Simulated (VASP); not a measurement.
SrCl2: dielectric tensor with PBE

The system is SrCl2.

```xyz
3
Lattice="2.0857 1.2042 6.1350 -2.0857 1.2042 6.1350 0.0000 -2.4084 6.1350" Properties=species:S:1:pos:R:3 pbc="T T T"
Sr    0.0000    0.0000    0.0037
Cl    0.0000    0.0000    7.7812
Cl    0.0000    0.0000    4.4852
```

```json
{
 "Program": "VASP 6.6.1",
 "Task": "dielectric tensor",
 "Functional": "PBE",
 "Potentials or basis": "VASP PAW PBE potentials, release 64 (Sr_sv, Cl)",
 "Cutoff": "520 eV",
 "k mesh": "6 × 6 × 6",
 "Occupations": "gaussian, width 0.01 eV",
 "Spin": "no spin polarisation",
 "Dipole correction": "no",
 "Further INCAR settings": "ALGO = Normal; EDIFF = 1e-08"
}
```

- Band gap on the k mesh: 4.35 eV
- Electronic dielectric tensor (diagonal): 2.76, 2.76, 2.69
- Born charges (mean of the diagonal): Sr +2.19; Cl -1.10 e

Levels at points of the mesh, in eV from the valence-band top:
```tsv
k point	band 9	band 10	band 11	band 12	band 13	band 14	band 15	band 16
(0.00, 0.00, 0.00)	-1.20	-1.08	-1.08	0.00	4.35	6.23	6.48	6.48
(0.50, 0.00, 0.00)	-1.48	-1.41	-1.01	-0.35	4.59	6.84	7.49	8.10
(0.50, 0.50, 0.00)	-1.46	-1.29	-1.21	-0.65	4.50	6.82	7.49	7.98
(0.50, 0.50, 0.50)	-1.33	-1.04	-0.93	-0.93	5.15	5.87	6.35	6.35
```

Electronic dielectric tensor:
```
2.76 0.00 0.00
0.00 2.76 0.00
0.00 0.00 2.69
```

Born effective charge tensors (e):
atom 1, Sr
```
2.32 0.00 0.00
0.00 2.32 0.00
0.00 0.00 1.94
```
atom 2, Cl
```
-1.17  0.00  0.00
 0.00 -1.17  0.00
 0.00  0.00 -0.96
```
atom 3, Cl
```
-1.16  0.00  0.00
 0.00 -1.16  0.00
 0.00  0.00 -0.98
```

It took 46 min on 1 thread of Intel(R) Xeon(R) Platinum 8375C CPU @ 2.90GHz (Ice Lake) (shared host), peak memory 0.66 GiB.

A k mesh can miss the band edges.
